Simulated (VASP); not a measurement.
SnO2: single point with LDA

SnO2:

```xyz
6
Lattice="1.6039 -2.7781 0.0000 3.2078 0.0000 0.0000 1.6039 -0.9260 8.1628" Properties=species:S:1:pos:R:3 pbc="T T T"
Sn    4.8117   -2.7781    6.1221
Sn    1.6039   -0.9260    2.0407
O     4.8117   -2.7781    3.0021
O     3.2078   -1.8520    7.0835
O     3.2078   -1.8520    1.0792
O     1.6039   -0.9260    5.1606
```

| Item | Value |
| --- | --- |
| Program | VASP 6.6.1 |
| Task | single point |
| Functional | LDA |
| Potentials or basis | VASP PAW LDA potentials, release 64 (Sn_d, O) |
| Cutoff | 600 eV |
| k mesh | 12 × 12 × 8 |
| Occupations | gaussian, width 0.05 eV |
| Spin | no spin polarisation |
| Dipole correction | no |
| Further INCAR settings | ALGO = Normal; EDIFF = 1e-06; NBANDS = 35; ISYM = 0 |

The pressure is 0.8 GPa. The largest force is 0.060 eV/Å. The band gap on the k mesh is 1.56 eV.

Forces on the atoms (eV/Å):
```
Sn   0.000  0.000  0.000
Sn   0.000  0.000  0.000
O    0.000  0.000  0.060
O    0.000  0.000  0.060
O    0.000  0.000 -0.060
O    0.000  0.000 -0.060
```

Stress tensor (GPa, compression positive):
```
1.14 0.00 0.00
0.00 1.14 0.00
0.00 0.00 0.13
```

Levels at points of the mesh, in eV from the valence-band top:
| k point | band 23 | band 24 | band 25 | band 26 | band 27 | band 28 | band 29 | band 30 |
| --- | --- | --- | --- | --- | --- | --- | --- | --- |
| (0.00, 0.00, 0.00) | -1.42 | -1.20 | -1.20 | 0.00 | 1.56 | 3.79 | 5.22 | 5.88 |
| (0.50, 0.00, 0.00) | -0.84 | -0.84 | -0.67 | -0.67 | 5.12 | 5.12 | 7.29 | 7.29 |
| (0.00, 0.50, 0.00) | -0.84 | -0.84 | -0.67 | -0.67 | 5.12 | 5.12 | 7.29 | 7.29 |
| (0.50, 0.50, 0.00) | -1.13 | -1.11 | -0.59 | -0.05 | 4.76 | 5.50 | 6.68 | 7.87 |
| (0.00, 0.00, 0.50) | -1.28 | -1.28 | -1.28 | -1.28 | 2.87 | 2.87 | 5.57 | 5.57 |
| (0.50, 0.00, 0.50) | -1.13 | -1.11 | -0.59 | -0.05 | 4.76 | 5.50 | 6.68 | 7.87 |
| (0.00, 0.50, 0.50) | -1.13 | -1.11 | -0.59 | -0.05 | 4.76 | 5.50 | 6.68 | 7.87 |
| (0.50, 0.50, 0.50) | -0.84 | -0.84 | -0.67 | -0.67 | 5.12 | 5.12 | 7.29 | 7.29 |

Run time: 16 min on 4 MPI ranks on Oxide Virtual Turin-like Processor, with other jobs on the host, peak memory 1.2 GiB a rank.

Caveat: spin-orbit coupling is left out, which moves the levels of the heavy elements. A k mesh can miss the band edges.
